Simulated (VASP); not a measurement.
# TiC (P-6m2) in VASP: notebook

The runs below take TiC through single point, with PBE, r2SCAN, PBEsol+U, r2SCAN+U, LDA+U.

All numbers are computed with VASP 6.6.1; they aren't measurements. Logs are shortened: lines on timing, memory, paths and dates and some standing lists are left out, and cuts for length are marked.

## 1. The cell of the first run

The structure is hexagonal, space group P-6m2 (No. 187). Conventional cell: a = 3.042 Å, b = 3.042 Å, c = 2.698 Å, α = 90.00°, β = 90.00°, γ = 120.00°. Ti (site symmetry -6m2) has 6 C at 2.21 Å and 2 Ti at 2.70 Å within 2.9 Å. Within 2.9 Å of C (site symmetry -6m2) lie 6 Ti at 2.21 Å and 2 C at 2.70 Å.

## 2. Single point, PBE

File INCAR:

```
PREC = Accurate
ENCUT = 520
EDIFF = 1E-6
ISMEAR = -1
SIGMA = 0.05
LREAL = False
LASPH = True
NELM = 60
ALGO = Normal
ISIF = 2
LWAVE = False
LCHARG = False
GGA = PE
NBANDS = 15
```

File KPOINTS:

```
regular mesh
0
Gamma
  6 6 6
```

File POSCAR:

```
TiC
1.0
    3.0420900000      0.0000000000      0.0000000000
   -1.5210400000      2.6345200000      0.0000000000
    0.0000000000      0.0000000000      2.6979700000
Ti C
1 1
Direct
    0.0000000000      0.0000000000      0.5000000000
    0.3333300000      0.6666700000      0.0000000000
```

Potentials or basis: VASP PAW PBE potentials, release 64 (Ti_sv, C).

On the command line:

```sh
> cat potpaw_PBE.64/Ti_sv/POTCAR potpaw_PBE.64/C/POTCAR > POTCAR
> mpirun -np 1 vasp_std > vasp.out
```

OUTCAR:

```text
PREC = Accurate
   ENCUT = 520
   EDIFF = 1E-6
   ISMEAR = -1
   LREAL = False
   LASPH = True
   NELM = 60
   ISIF = 2
   GGA = PE

 ion  position               nearest neighbor table
   1  0.000  0.000  0.500-   2 2.21   2 2.21   2 2.21   2 2.21   2 2.21   2 2.21
   2  0.333  0.667  0.000-   1 2.21   1 2.21   1 2.21   1 2.21   1 2.21   1 2.21

  LATTYP: Found a hexagonal cell.
 ALAT       =     3.0420900000
 C/A-ratio  =     0.8868804013

  Lattice vectors:

 A1 = (   3.0420900000,   0.0000000000,   0.0000000000)
 A2 = (  -1.5210400000,   2.6345200000,   0.0000000000)
 A3 = (   0.0000000000,   0.0000000000,   2.6979700000)

Analysis of symmetry for initial positions (statically):
=====================================================================
 Subroutine PRICEL returns:
 Original cell was already a primitive cell.

 Routine SETGRP: Setting up the symmetry group for a
 hexagonal supercell.

 Subroutine GETGRP returns: Found  4 space group operations
 (whereof  4 operations were pure point group operations)
 out of a pool of 24 trial point group operations.

The static configuration has the point symmetry C_2v.

Analysis of symmetry for dynamics (positions and initial velocities):
=====================================================================
 Subroutine PRICEL returns:
 Original cell was already a primitive cell.

 Routine SETGRP: Setting up the symmetry group for a
 hexagonal supercell.

 Subroutine GETGRP returns: Found  4 space group operations
 (whereof  4 operations were pure point group operations)
 out of a pool of 24 trial point group operations.

The dynamic configuration has the point symmetry C_2v.

 Subroutine INISYM returns: Found  4 space group operations
 (whereof  4 operations are pure point group operations),
 and found     1 'primitive' translations

----------------------------------------------------------------------------------------

                                     Primitive cell

  volume of cell :      21.6227

  direct lattice vectors                    reciprocal lattice vectors
     3.042090000  0.000000000  0.000000000     0.328721372  0.189787269  0.000000000
    -1.521040000  2.634520000  0.000000000     0.000000000  0.379575786  0.000000000
     0.000000000  0.000000000  2.697970000     0.000000000  0.000000000  0.370649044

  length of vectors
     3.042090000  3.042081247  2.697970000     0.379574694  0.379575786  0.370649044

  position of ions in fractional coordinates (direct lattice)
     0.000000000  0.000000000  0.500000000
     0.333330000  0.666670000  0.000000000

  ion indices of the primitive-cell ions
   primitive index   ion index
                 1           1
                 2           2

----------------------------------------------------------------------------------------

 KPOINTS: regular mesh

Automatic generation of k-mesh.
 Grid dimensions read from file:
 generate k-points for:    6    6    6

 Generating k-lattice:

  Cartesian coordinates                     Fractional coordinates (reciprocal lattice)
     0.054786895  0.031631212  0.000000000     0.166666667  0.000000000  0.000000000
     0.000000000  0.063262631  0.000000000     0.000000000  0.166666667  0.000000000
     0.000000000  0.000000000  0.061774841     0.000000000  0.000000000  0.166666667

  Length of vectors
     0.063262449  0.063262631  0.061774841

  Shift w.r.t. Gamma in fractional coordinates (k-lattice)
     0.000000000  0.000000000  0.000000000

 Subroutine IBZKPT returns following result:
 ===========================================

 Found     52 irreducible k-points:

 Following reciprocal coordinates:
            Coordinates               Weight
  0.000000  0.000000  0.000000      1.000000
  0.166667  0.000000  0.000000      4.000000
 -0.166667  0.166667  0.000000      2.000000
  0.333333  0.000000  0.000000      4.000000
 -0.333333  0.333333  0.000000      2.000000
  0.500000  0.000000  0.000000      2.000000
[... 16 lines left out ...]
  0.333333  0.166667  0.166667      8.000000
 -0.166667  0.500000  0.166667      8.000000
 [... further k-points ...]
   k-points           NKPTS =     52   k-points in BZ     NKDIM =     52   number of bands    NBANDS=     15
   number of dos      NEDOS =    301   number of ions     NIONS =      2
   total plane-waves  NPLWV =  11520
   dimension x,y,z NGX =    24 NGY =   24 NGZ =   20
   dimension x,y,z NGXF=    48 NGYF=   48 NGZF=   40
   ions per type =               1   1
   NGX,Y,Z   is equivalent  to a cutoff of  13.12, 13.12, 12.32 a.u.
   NGXF,Y,Z  is equivalent  to a cutoff of  26.23, 26.23, 24.65 a.u.
 SYSTEM =  unknown system
   PREC   = accura    normal or accurate (medium, high low for compatibility)
   ISTART =      0    job   : 0-new  1-cont  2-samecut
   ICHARG =      2    charge: 1-file 2-atom 10-const
   ISPIN  =      1    spin polarized calculation?
   LNONCOLLINEAR =      F non collinear calculations
   LSORBIT =      F    spin-orbit coupling
   LASPH  =      T    aspherical Exc in radial PAW
   ENCUT  =  520.0 eV  38.22 Ry    6.18 a.u.   5.66  5.66  5.02*2*pi/ulx,y,z
   NELM   =     60;   NELMIN=  2; NELMDL= -5     # of ELM steps
   EDIFF  = 0.1E-05   stopping-criterion for ELM
   LREAL  =      F    real-space projection
   EDIFFG = 0.1E-04   stopping-criterion for IOM
   NSW    =      0    number of steps for IOM
   IBRION =     -1    ionic relax: 0-MD 1-quasi-New 2-CG
   NFREE  =      0    steps in history (QN), initial steepest desc. (CG)
   ISIF   =      2    stress and relaxation
   ISYM   =      2    0-nonsym 1-usesym 2-fastsym
   POTIM  = 0.5000    time-step for ionic-motion
   TEBEG  =    0.0;   TEEND  =   0.0 temperature during run
   PSTRESS=    0.0 pullay stress
   NELECT =      16.0000    total number of electrons
   NUPDOWN=      -1.0000    fix difference up-down
   EMIN   =  10.00;   EMAX   =-10.00  energy-range for DOS
   EFERMI =   0.00;   METHOD = LEGACY
   ISMEAR =    -1;   SIGMA  =   0.05  broadening in eV -4-tet -1-fermi 0-gaus
   EFERMI_NEDOS =   21; number of points for ismear=-14 and -15
   IALGO  =     38    algorithm
   IMIX   =      4    mixing-type and parameters
     AMIX     =   0.40;   BMIX     =  1.00
     AMIX_MAG =   1.60;   BMIX_MAG =  1.00
  volume/ion in A,a.u.               =      10.81        72.96
  Fermi-wavevector in a.u.,A,eV,Ry     =   1.480737  2.798187 29.831891  2.192582
  Thomas-Fermi vector in A             =   2.594734
   LORBIT       =      0    0 simple, 1 ext, 2 COOP (PROOUT), +10 PAW based schemes
   GGA     = PE    functional components
   LHFCALC =     F    Hartree Fock is set to
   AEXX    =    0.0000 exact exchange contribution
   IVDW    =     0    specifies the selected vdW correction
   LEPSILON=     F    determine dielectric tensor
   LRPA    =     F    only Hartree local field effects (RPA)
 non-spin polarized calculation
  energy-cutoff  :      520.00
  volume of cell :       21.62
 maximum number of plane-waves:       592
 NGX is ok and might be reduce to    24
   NGX = 11   NGY = 11   NGZ = 11

 number of electron      16.0000003 magnetization

 Free energy of the ion-electron system (eV)
  ---------------------------------------------------
  ext. energy  EPLUGINS =         0.00000000
  ---------------------------------------------------
  free energy    TOTEN  =       -17.35792526 eV

  energy without entropy =      -17.35528119  energy(sigma->0) =      -17.35660322

 E-fermi :   8.5825     XC(G=0): -12.2940

 val. band max:        8.4298043418   @ k =   0.1667   0.1667   0.0000
 cond. band min:       8.6835809829   @ k =  -0.3333   0.3333   0.0000
 fundamental gap:      0.2537766411
 Fermi energy:         8.5824886280

 k-point     1 :       0.0000    0.0000    0.0000
  band No.  band energies     occupation
      1     -47.9243      2.00000
      2     -24.0797      2.00000
      3     -24.0797      2.00000
      4     -23.6250      2.00000
      5      -3.3833      2.00000
      6       7.0290      2.00000
      7       7.0290      2.00000
      8       7.6647      2.00000
      9      10.9116      0.00000
     10      11.9575      0.00000
     11      11.9575      0.00000
     12      14.2966      0.00000
     13      14.2968      0.00000
     14      16.1415      0.00000
     15      24.3674      0.00000

 k-point     2 :       0.1667    0.0000    0.0000
  band No.  band energies     occupation
      1     -47.9110      2.00000
      2     -24.1825      2.00000
      3     -24.1028      2.00000
      4     -23.6132      2.00000
      5      -2.8959      2.00000
      6       6.0639      2.00000
      7       7.3977      2.00000
      8       7.9403      1.99999
      9       9.7300      0.00000
     10      11.8806      0.00000
     11      13.3339      0.00000
     12      13.4719      0.00000
     13      13.7430      0.00000
     14      17.4535      0.00000
     15      23.1551      0.00000

 k-point     3 :      -0.1667    0.1667    0.0000
  band No.  band energies     occupation
      1     -47.9110      2.00000
      2     -24.1825      2.00000
      3     -24.1028      2.00000
      4     -23.6132      2.00000
      5      -2.8959      2.00000
      6       6.0639      2.00000
      7       7.3976      2.00000
      8       7.9404      1.99999
      9       9.7299      0.00000
     10      11.8807      0.00000
     11      13.3339      0.00000
     12      13.4718      0.00000
     13      13.7431      0.00000
     14      17.4535      0.00000
     15      23.1552      0.00000
[... 343 lines left out ...]
 k-point    23 :       0.3333    0.1667    0.1667
  band No.  band energies     occupation
      1     -47.8476      2.00000
      2     -24.4009      2.00000
      3     -24.2000      2.00000
      4     -23.7579      2.00000
      5      -0.8234      2.00000
      6       4.5285      2.00000
      7       6.8140      2.00000
      8       7.4989      2.00000
      9       9.3224      0.00000
     10      11.5898      0.00000
     11      12.0518      0.00000
     12      13.2348      0.00000
     13      14.8237      0.00000
     14      20.4944      0.00000
     15      22.7285      0.00000

 k-point    24 :      -0.1667    0.5000    0.1667
  band No.  band energies     occupation
      1     -47.8476      2.00000
      2     -24.4009      2.00000
      3     -24.2000      2.00000
      4     -23.7579      2.00000
      5      -0.8234      2.00000
      6       4.5285      2.00000
      7       6.8139      2.00000
      8       7.4989      2.00000
      9       9.3224      0.00000
     10      11.5898      0.00000
     11      12.0518      0.00000
     12      13.2348      0.00000
     13      14.8238      0.00000
     14      20.4945      0.00000
     15      22.7285      0.00000

 [... further k-points ...]
[... 5 lines left out ...]
  --------------------------------------------------------------------------------------
  -------------------------------------------------------------------------------------
  Total        0.1866238      0.1865439     -0.3263731     -0.0000679      0.0000000      0.0000000
  in kB       13.8282395     13.8223202    -24.1832257     -0.0050344      0.0000000      0.0000000
  external PRESSURE =       1.1557780 kB  Pullay stress =       0.0000000 kB

 VOLUME and BASIS-vectors are now :
 -----------------------------------------------------------------------------
  energy-cutoff  :      520.00
  volume of cell :       21.62
      direct lattice vectors                 reciprocal lattice vectors
     3.042090000  0.000000000  0.000000000     0.328721372  0.189787269  0.000000000
    -1.521040000  2.634520000  0.000000000     0.000000000  0.379575786  0.000000000
     0.000000000  0.000000000  2.697970000     0.000000000  0.000000000  0.370649044

 POSITION                                       TOTAL-FORCE (eV/Angst)
 -----------------------------------------------------------------------------------
      0.00000      0.00000      1.34899        -0.000106      0.000061      0.000000
     -0.00001      1.75636      0.00000         0.000106     -0.000061      0.000000
 -----------------------------------------------------------------------------------
    total drift:                                0.000042      0.000072     -0.000000

  FREE ENERGIE OF THE ION-ELECTRON SYSTEM (eV)
  ---------------------------------------------------
  free  energy   TOTEN  =       -17.3579252569 eV

  energy  without entropy=      -17.3552811886  energy(sigma->0) =      -17.35660322
```

Wall time 6.1 s (1 thread of Intel Xeon 6975P-C (Granite Rapids), shared host); peak memory 0.14 GiB.

Results:

* Free energy: -17.3579 eV
* Pressure: 0.1 GPa
* Band gap on the k mesh: 0.25 eV, indirect (least direct gap 0.41 eV)

A k mesh can miss the band edges.

## 3. Single point, r2SCAN

This run uses another cell than the first one, of 10.75 Å³/atom, 0.994 times its volume.

File POSCAR:

```
TiC
1.0
    3.0393201956     -0.0000028841      0.0000000000
   -1.5196576001      2.6321299417      0.0000000000
    0.0000000000      0.0000000000      2.6875085931
Ti C
1 1
Direct
    0.0000000000      0.0000000000      0.5000000000
    0.3333333333      0.6666666667      0.0000000000
```

File INCAR.step1:

```
  ALGO = Normal
  EDIFF = 1E-4
  ENCUT = 520
  GGA = PE
  ISMEAR = -1
  LASPH = True
  LCHARG = False
  LREAL = False
  LWAVE = True
  NBANDS = 15
  NELM = 80
  PREC = Accurate
  SIGMA = 0.05
```

File INCAR.step2:

```
  ALGO = Normal
  EDIFF = 1E-6
  ENCUT = 520
  ISIF = 2
  ISMEAR = -1
  ISTART = 1
  LASPH = True
  LCHARG = False
  LMIXTAU = True
  LREAL = False
  LWAVE = False
  METAGGA = R2SCAN
  NBANDS = 15
  NELM = 80
  PREC = Accurate
  SIGMA = 0.05
```

File KPOINTS:

```
k-points
0
Gamma
  10 10 10
```

Potentials or basis: VASP PAW PBE potentials, release 64 (Ti_sv, C).

On the command line:

```sh
> cat potpaw_PBE.64/Ti_sv/POTCAR potpaw_PBE.64/C/POTCAR > POTCAR
> cp INCAR.step1 INCAR
> mpirun -np 1 vasp_std > vasp.out
> cp INCAR.step2 INCAR
> mpirun -np 1 vasp_std > vasp.out
```

Run time: 31 s. Hardware: 1 thread of Intel Xeon 6975P-C (Granite Rapids), shared host; peak memory 0.15 GiB.

It converged, with:

```
Free energy            : -23.4205 eV
Pressure               : 0.9 GPa
Band gap on the k mesh : zero (band 8 reaches 8.81 eV, above the bottom of band 9 at 8.62 eV)
```

Stress tensor (GPa, compression positive):
```
0.80 0.00 0.00
0.00 0.80 0.00
0.00 0.00 1.15
```

Levels at points of the mesh, in eV from the Fermi level:
```tsv
k point	band 6	band 7	band 8	band 9	band 10	band 11
(0.00, 0.00, 0.00)	-1.73	-1.73	-0.89	2.45	3.48	3.48
(0.50, 0.00, 0.00)	-5.11	-0.67	-0.33	0.10	3.17	3.68
(0.00, 0.00, 0.50)	-5.85	-0.63	-0.63	1.25	1.25	4.95
(0.50, 0.00, 0.50)	-4.30	-2.79	-2.45	1.73	3.47	4.60
```

Caveat: the PAW data sets were made with another functional, which shifts forces and pressure a little.

## 4. Single point, PBEsol+U

This run uses another cell than the first one, of 10.96 Å³/atom, 1.014 times its volume.

File INCAR:

```
SYSTEM = TiC
  PREC = Accurate
  ENCUT = 520
  EDIFF = 1E-6
  ISMEAR = -1
  SIGMA = 0.05
  LREAL = .FALSE.
  LASPH = .TRUE.
  NELM = 150
  ALGO = Normal
  ISIF = 2
  LWAVE = .FALSE.
  LCHARG = .TRUE.
  LMAXMIX = 4
  LDAU = .TRUE.
  LDAUTYPE = 2
  LDAUL = 2 -1
  LDAUU = 6 0
  LDAUJ = 0 0
  LDAUPRINT = 1
  GGA = PS
  LELF = .TRUE.
  LVHAR = .TRUE.
  NBANDS = 15
```

File KPOINTS:

```
Automatic mesh
0
G
  10 10 10
  0 0 0
```

File POSCAR:

```
TiC
1.0
    3.0467171012     -0.0000028911      0.0000000000
   -1.5233560468      2.6385358534      0.0000000000
    0.0000000000      0.0000000000      2.7266281606
Ti C
1 1
Direct
    0.0000000000      0.0000000000      0.5000000000
    0.3333333333      0.6666666667      0.0000000000
```

On the command line:

```sh
> cat potpaw_PBE.64/Ti_sv/POTCAR potpaw_PBE.64/C/POTCAR > POTCAR
> mpirun -np 1 vasp_std > vasp.out
```

Run time: 10 s. Hardware: 1 thread of Intel Xeon 6975P-C (Granite Rapids), shared host; peak memory 0.15 GiB.

Results (log left out):

* Free energy: -13.9084 eV
* Pressure: 6.2 GPa
* Band gap on the k mesh: zero (band 8 reaches 9.02 eV, above the bottom of band 9 at 8.95 eV)

Stress tensor (GPa, compression positive):
```
6.03 0.00 0.00
0.00 6.03 0.00
0.00 0.00 6.44
```

Levels at points of the mesh, in eV from the Fermi level:
| k point | band 4 | band 5 | band 6 | band 7 | band 8 | band 9 | band 10 | band 11 | band 12 | band 13 |
| --- | --- | --- | --- | --- | --- | --- | --- | --- | --- | --- |
| (0.00, 0.00, 0.00) | -33.75 | -12.31 | -1.26 | -1.26 | -0.60 | 1.94 | 3.32 | 3.32 | 5.77 | 5.77 |
| (0.50, 0.00, 0.00) | -33.71 | -9.72 | -5.25 | -0.46 | -0.39 | 0.08 | 3.02 | 3.99 | 4.15 | 6.43 |
| (0.00, 0.00, 0.50) | -34.16 | -9.18 | -5.99 | -0.43 | -0.43 | 1.68 | 1.68 | 4.60 | 4.60 | 4.91 |
| (0.50, 0.00, 0.50) | -34.23 | -8.80 | -4.05 | -2.93 | -2.16 | 1.19 | 3.92 | 4.76 | 5.42 | 7.21 |

Eigenvalues of the final occupation matrices:
| site | spin | trace | eigenvalues |
| --- | --- | --- | --- |
| site 1 d | 1 | 0.87 | 0.12 0.12 0.16 0.23 0.23 |
| site 1 d | 2 | 0.87 | 0.12 0.12 0.16 0.23 0.23 |

Caveat: the PAW data sets were made with another functional, which shifts forces and pressure a little; U without spin polarisation on a metal has little footing; the U is typed as a test and isn't derived for this compound.

## 5. Single point, r2SCAN+U

This run uses another cell than the first one, of 11.25 Å³/atom, 1.040 times its volume.

File POSCAR:

```
TiC
1.0
    3.0685378730     -0.0000029119      0.0000000000
   -1.5342664148      2.6574332064      0.0000000000
    0.0000000000      0.0000000000      2.7585192063
Ti C
1 1
Direct
    0.0000000000      0.0000000000      0.5000000000
    0.3333333333      0.6666666667      0.0000000000
```

File INCAR.step1:

```
PREC = Accurate ; ENCUT = 520
ISMEAR = -1 ; SIGMA = 0.05
LREAL = False ; LASPH = True
NELM = 150 ; LMAXMIX = 4
LDAU = True ; LDAUTYPE = 2
LDAUL = 2 -1 ; LDAUU = 6 0
LDAUJ = 0 0 ; NBANDS = 15
GGA = PE ; ALGO = Normal
EDIFF = 1E-4 ; LWAVE = True
LCHARG = False
```

File INCAR.step2:

```
PREC = Accurate ; ENCUT = 520
EDIFF = 1E-7 ; ISMEAR = -1
SIGMA = 0.05 ; LREAL = False
LASPH = True ; NELM = 150
ALGO = Normal ; ISIF = 2
LWAVE = False ; LCHARG = False
LMAXMIX = 4 ; LDAU = True
LDAUTYPE = 2 ; LDAUL = 2 -1
LDAUU = 6 0 ; LDAUJ = 0 0
LDAUPRINT = 1 ; METAGGA = R2SCAN
LMIXTAU = True ; NBANDS = 15
ISTART = 1
```

File KPOINTS:

```
regular mesh
0
Gamma
  10 10 10
```

On the command line:

```sh
> cat potpaw_PBE.64/Ti_sv/POTCAR potpaw_PBE.64/C/POTCAR > POTCAR
> cp INCAR.step1 INCAR
> mpirun -np 1 vasp_std > vasp.out
> cp INCAR.step2 INCAR
> mpirun -np 1 vasp_std > vasp.out
```

Run time: 47 s. Hardware: 1 thread of Intel Xeon 6975P-C (Granite Rapids), shared host; peak memory 0.16 GiB.

Results (log left out):

| Item | Value |
| --- | --- |
| Free energy | -19.0927 eV |
| Pressure | 4.9 GPa |
| Band gap on the k mesh | zero (band 8 reaches 9.09 eV, above the bottom of band 9 at 8.88 eV) |

Stress tensor (GPa, compression positive):
```
5.07 0.00 0.00
0.00 5.07 0.00
0.00 0.00 4.49
```

Levels at points of the mesh, in eV from the Fermi level:
| k point | band 6 | band 7 | band 8 | band 9 | band 10 | band 11 |
| --- | --- | --- | --- | --- | --- | --- |
| (0.00, 0.00, 0.00) | -1.39 | -1.39 | -0.36 | 1.78 | 3.09 | 3.09 |
| (0.50, 0.00, 0.00) | -5.46 | -0.66 | -0.26 | -0.14 | 2.78 | 3.99 |
| (0.00, 0.00, 0.50) | -6.18 | -0.66 | -0.66 | 1.70 | 1.70 | 4.55 |
| (0.50, 0.00, 0.50) | -4.32 | -3.26 | -2.42 | 1.34 | 3.90 | 4.88 |

Eigenvalues of the final occupation matrices:
| site | spin | trace | eigenvalues |
| --- | --- | --- | --- |
| site 1 d | 1 | 0.83 | 0.11 0.11 0.12 0.24 0.24 |
| site 1 d | 2 | 0.83 | 0.11 0.11 0.12 0.24 0.24 |

Caveat: the PAW data sets were made with another functional, which shifts forces and pressure a little; U without spin polarisation on a metal has little footing; the U is typed as a test and isn't derived for this compound.

[end of part 1 of 2]
